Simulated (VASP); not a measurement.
# Hg (P6_3/mmc) in VASP: notebook, part 2 of 2

VASP 6.6.1. Earlier steps stand in the parts before.

### Step 4. Single point, PBE+D3(BJ)

This run uses another cell than the first one, of 21.12 Å³/atom.

File INCAR:

```
SYSTEM = Hg
PREC = Accurate
ENCUT = 520
EDIFF = 1E-6
ISMEAR = 0
SIGMA = 0.15
LREAL = .False.
LASPH = .True.
NELM = 60
ALGO = Normal
ISIF = 2
LWAVE = .False.
LCHARG = .True.
GGA = PE
IVDW = 12
LELF = .True.
LVHAR = .True.
NBANDS = 19
```

File KPOINTS:

```
regular mesh
0
Gamma
  15 15 8
  0 0 0
```

File POSCAR:

```
Hg
1.0
    3.1846000000      0.0000000000      0.0000000000
   -1.5923000000      2.7579445009      0.0000000000
    0.0000000000      0.0000000000      4.8104000000
Hg
2
Direct
    0.6666666667      0.3333333333      0.7500000000
    0.3333333333      0.6666666667      0.2500000000
```

Potentials or basis: VASP PAW PBE potentials, release 64 (Hg).

On the command line:

```
$ cat potpaw_PBE.64/Hg/POTCAR > POTCAR
$ mpirun -np 1 vasp_std > vasp.out
```

OUTCAR:

```text
SYSTEM = Hg
   PREC = Accurate
   ENCUT = 520
   EDIFF = 1E-6
   ISMEAR = 0
   LREAL = .False.
   LASPH = .True.
   NELM = 60
   ISIF = 2
   GGA = PE
   IVDW = 12
 IVDW          = 12

 ion  position               nearest neighbor table
   1  0.667  0.333  0.750-   2 3.03   2 3.03   2 3.03   2 3.03   2 3.03   2 3.03
   2  0.333  0.667  0.250-   1 3.03   1 3.03   1 3.03   1 3.03   1 3.03   1 3.03

  LATTYP: Found a hexagonal cell.
 ALAT       =     3.1846000000
 C/A-ratio  =     1.5105193745

  Lattice vectors:

 A1 = (   3.1846000000,   0.0000000000,   0.0000000000)
 A2 = (  -1.5923000000,   2.7579445009,   0.0000000000)
 A3 = (   0.0000000000,   0.0000000000,   4.8104000000)

Analysis of symmetry for initial positions (statically):
=====================================================================
 Subroutine PRICEL returns:
 Original cell was already a primitive cell.

 Routine SETGRP: Setting up the symmetry group for a
 hexagonal supercell.

 Subroutine GETGRP returns: Found 24 space group operations
 (whereof 12 operations were pure point group operations)
 out of a pool of 24 trial point group operations.

The static configuration has the point symmetry D_3d.
 The point group associated with its full space group is D_6h.

Analysis of symmetry for dynamics (positions and initial velocities):
=====================================================================
 Subroutine PRICEL returns:
 Original cell was already a primitive cell.

 Routine SETGRP: Setting up the symmetry group for a
 hexagonal supercell.

 Subroutine GETGRP returns: Found 24 space group operations
 (whereof 12 operations were pure point group operations)
 out of a pool of 24 trial point group operations.

The dynamic configuration has the point symmetry D_3d.
 The point group associated with its full space group is D_6h.

 Subroutine INISYM returns: Found 24 space group operations
 (whereof 12 operations are pure point group operations),
 and found     1 'primitive' translations

----------------------------------------------------------------------------------------

                                     Primitive cell

  volume of cell :      42.2495

  direct lattice vectors                    reciprocal lattice vectors
     3.184600000  0.000000000  0.000000000     0.314011179  0.181294439  0.000000000
    -1.592300000  2.757944501  0.000000000     0.000000000  0.362588877  0.000000000
     0.000000000  0.000000000  4.810400000     0.000000000  0.000000000  0.207882920

  length of vectors
     3.184600000  3.184600000  4.810400000     0.362588877  0.362588877  0.207882920

  position of ions in fractional coordinates (direct lattice)
     0.666666667  0.333333333  0.750000000
     0.333333333  0.666666667  0.250000000

  ion indices of the primitive-cell ions
   primitive index   ion index
                 1           1
                 2           2

----------------------------------------------------------------------------------------

 KPOINTS: regular mesh

Automatic generation of k-mesh.
 Grid dimensions read from file:
 generate k-points for:   15   15    8

 Generating k-lattice:

  Cartesian coordinates                     Fractional coordinates (reciprocal lattice)
     0.020934079  0.012086296  0.000000000     0.066666667  0.000000000  0.000000000
     0.000000000  0.024172592  0.000000000     0.000000000  0.066666667  0.000000000
     0.000000000  0.000000000  0.025985365     0.000000000  0.000000000  0.125000000

  Length of vectors
     0.024172592  0.024172592  0.025985365

  Shift w.r.t. Gamma in fractional coordinates (k-lattice)
     0.000000000  0.000000000  0.000000000

 Subroutine IBZKPT returns following result:
 ===========================================

 Found    135 irreducible k-points:

 Following reciprocal coordinates:
            Coordinates               Weight
  0.000000  0.000000  0.000000      1.000000
  0.066667 -0.000000  0.000000      6.000000
  0.133333  0.000000  0.000000      6.000000
  0.200000  0.000000  0.000000      6.000000
  0.266667  0.000000  0.000000      6.000000
  0.333333 -0.000000  0.000000      6.000000
[... 16 lines left out ...]
  0.333333  0.200000  0.000000     12.000000
  0.400000  0.200000  0.000000      6.000000
 [... further k-points ...]
   k-points           NKPTS =    135   k-points in BZ     NKDIM =    135   number of bands    NBANDS=     19
   number of dos      NEDOS =    301   number of ions     NIONS =      2
   total plane-waves  NPLWV =  20736
   dimension x,y,z NGX =    24 NGY =   24 NGZ =   36
   dimension x,y,z NGXF=    48 NGYF=   48 NGZF=   72
   ions per type =               2
   NGX,Y,Z   is equivalent  to a cutoff of  12.53, 12.53, 12.44 a.u.
   NGXF,Y,Z  is equivalent  to a cutoff of  25.06, 25.06, 24.88 a.u.
 SYSTEM =  Hg
   PREC   = accura    normal or accurate (medium, high low for compatibility)
   ISTART =      0    job   : 0-new  1-cont  2-samecut
   ICHARG =      2    charge: 1-file 2-atom 10-const
   ISPIN  =      1    spin polarized calculation?
   LNONCOLLINEAR =      F non collinear calculations
   LSORBIT =      F    spin-orbit coupling
   LASPH  =      T    aspherical Exc in radial PAW
   ENCUT  =  520.0 eV  38.22 Ry    6.18 a.u.   5.92  5.92  8.94*2*pi/ulx,y,z
   NELM   =     60;   NELMIN=  2; NELMDL= -5     # of ELM steps
   EDIFF  = 0.1E-05   stopping-criterion for ELM
   LREAL  =      F    real-space projection
   EDIFFG = 0.1E-04   stopping-criterion for IOM
   NSW    =      0    number of steps for IOM
   IBRION =     -1    ionic relax: 0-MD 1-quasi-New 2-CG
   NFREE  =      0    steps in history (QN), initial steepest desc. (CG)
   ISIF   =      2    stress and relaxation
   ISYM   =      2    0-nonsym 1-usesym 2-fastsym
   POTIM  = 0.5000    time-step for ionic-motion
   TEBEG  =    0.0;   TEEND  =   0.0 temperature during run
   PSTRESS=    0.0 pullay stress
   NELECT =      24.0000    total number of electrons
   NUPDOWN=      -1.0000    fix difference up-down
   EMIN   =  10.00;   EMAX   =-10.00  energy-range for DOS
   EFERMI =   0.00;   METHOD = LEGACY
   ISMEAR =     0;   SIGMA  =   0.15  broadening in eV -4-tet -1-fermi 0-gaus
   EFERMI_NEDOS =   21; number of points for ismear=-14 and -15
   IALGO  =     38    algorithm
   IMIX   =      4    mixing-type and parameters
     AMIX     =   0.40;   BMIX     =  1.00
     AMIX_MAG =   1.60;   BMIX_MAG =  1.00
  volume/ion in A,a.u.               =      21.12       142.56
  Fermi-wavevector in a.u.,A,eV,Ry     =   1.355828  2.562144 25.011189  1.838271
  Thomas-Fermi vector in A             =   2.482883
   LORBIT       =      0    0 simple, 1 ext, 2 COOP (PROOUT), +10 PAW based schemes
   GGA     = PE    functional components
   LHFCALC =     F    Hartree Fock is set to
   AEXX    =    0.0000 exact exchange contribution
   IVDW    =    12    specifies the selected vdW correction
   LEPSILON=     F    determine dielectric tensor
   LRPA    =     F    only Hartree local field effects (RPA)
 non-spin polarized calculation
 Gauss-broadening in eV      SIGMA  =   0.15
  energy-cutoff  :      520.00
  volume of cell :       42.25
 maximum number of plane-waves:      1153
 NGX is ok and might be reduce to    24
   NGX = 11   NGY = 11   NGZ = 17

 number of electron      24.0000008 magnetization

 Free energy of the ion-electron system (eV)
  ---------------------------------------------------
  ext. energy  EPLUGINS =         0.00000000
  ---------------------------------------------------
  free energy    TOTEN  =         0.07912009 eV

  energy without entropy =        0.08586259  energy(sigma->0) =        0.08249134

 E-fermi :   3.7472     XC(G=0): -11.4862

 val. band max:        3.7238601827   @ k =   0.1333   0.1333   0.0000
 cond. band min:       3.7631308759   @ k =   0.2000   0.0667   0.0000
 fundamental gap:      0.0392706932
 Fermi energy:         3.7471961082

 k-point     1 :       0.0000    0.0000    0.0000
  band No.  band energies     occupation
      1      -6.3310      2.00000
      2      -4.9113      2.00000
      3      -3.6354      2.00000
      4      -3.6354      2.00000
      5      -3.4623      2.00000
      6      -3.4296      2.00000
[... 11 lines left out ...]
     18      18.9688      0.00000
     19      18.9688      0.00000
[... 485 lines left out ...]
 k-point    24 :       0.4000    0.2000    0.0000
  band No.  band energies     occupation
      1      -4.6057      2.00000
      2      -4.4510      2.00000
      3      -4.3423      2.00000
      4      -3.8251      2.00000
      5      -3.4166      2.00000
      6      -3.4123      2.00000
[... 11 lines left out ...]
     18      13.1844      0.00000
     19      14.7458      0.00000

 [... further k-points ...]

------------------------ aborting loop because EDIFF is reached ----------------------------------------

 Edisp (eV)   -0.99239

 E8    (eV) :    -0.4489

  FORCE on cell =-STRESS in cart. coord.  units (eV):
  Direction    XX          YY          ZZ          XY          YZ          ZX
  --------------------------------------------------------------------------------------
  -------------------------------------------------------------------------------------
  Total       2.16317     2.16317     2.57740     0.00000     0.00000     0.00000
  in kB      82.03114    82.03114    97.73950     0.00000     0.00000     0.00000
  external pressure =       87.27 kB  Pullay stress =        0.00 kB

 VOLUME and BASIS-vectors are now :
 -----------------------------------------------------------------------------
  energy-cutoff  :      520.00
  volume of cell :       42.25
      direct lattice vectors                 reciprocal lattice vectors
     3.184600000  0.000000000  0.000000000     0.314011179  0.181294439  0.000000000
    -1.592300000  2.757944501  0.000000000     0.000000000  0.362588877  0.000000000
     0.000000000  0.000000000  4.810400000     0.000000000  0.000000000  0.207882920

 POSITION                                       TOTAL-FORCE (eV/Angst)
 -----------------------------------------------------------------------------------
      1.59230      0.91931      3.60780        -0.000000     -0.000000      0.000000
     -0.00000      1.83863      1.20260         0.000000      0.000000      0.000000
 -----------------------------------------------------------------------------------
    total drift:                               -0.000000      0.000000     -0.000000

  FREE ENERGIE OF THE ION-ELECTRON SYSTEM (eV)
  ---------------------------------------------------
  free  energy   TOTEN  =        -0.9132694316 eV

  energy  without entropy=       -0.9065269388  energy(sigma->0) =       -0.90989819
```

stdout:

```text
POSCAR found type information on POSCAR Hg
 POSCAR found :  1 types and       2 ions
 scaLAPACK will be used
 LDA part: xc-table for (Slater+PW92), standard interpolation
 POSCAR, INCAR and KPOINTS ok, starting setup
 FFT: planning ... GRIDC
 FFT: planning ... GRID_SOFT
 FFT: planning ... GRID
 WAVECAR not read
 entering main loop
```

It took 91 s on 1 thread of Intel Xeon 8259CL, shared host; peak memory 0.23 GiB.

What came out:

```yaml
Free_energy: -0.9133 eV
Pressure: 8.7 GPa
Band_gap_on_the_k_mesh: zero (bands 12 and 13 overlap by 1.10 eV)
Dispersion_energy_per_atom: -0.496 eV
```

Caveat: the cell stands under pressure; spin-orbit coupling is left out, which moves the levels of the heavy elements.

### Step 5. Summary

| cell | pressure (GPa) |
| --- | --- |
| a = 3.520, b = 3.520, c = 5.603 Å, angles 90.0, 90.0, 120.0°, 2 atoms | -1.4 |
| a = 3.520, b = 3.520, c = 5.762 Å, angles 90.0, 90.0, 120.0°, 2 atoms | -1.6 |
| a = 3.185, b = 3.185, c = 4.810 Å, angles 90.0, 90.0, 120.0°, 2 atoms | 8.7 |

Alike in all rows: task single point; level PBE+D3(BJ); potentials or basis VASP PAW PBE potentials, release 64 (Hg); no spin polarisation; k mesh 15 × 15 × 8; cutoff (eV) 520; smearing gaussian 0.15 eV.

Caveats: spin-orbit coupling is left out, which moves the levels of the heavy elements; the cell stands under pressure (at least some runs).

Absolute energies hang on the potentials; compare differences alone.

The gap in the log of VASP goes by the Fermi energy; the results here count the filled bands.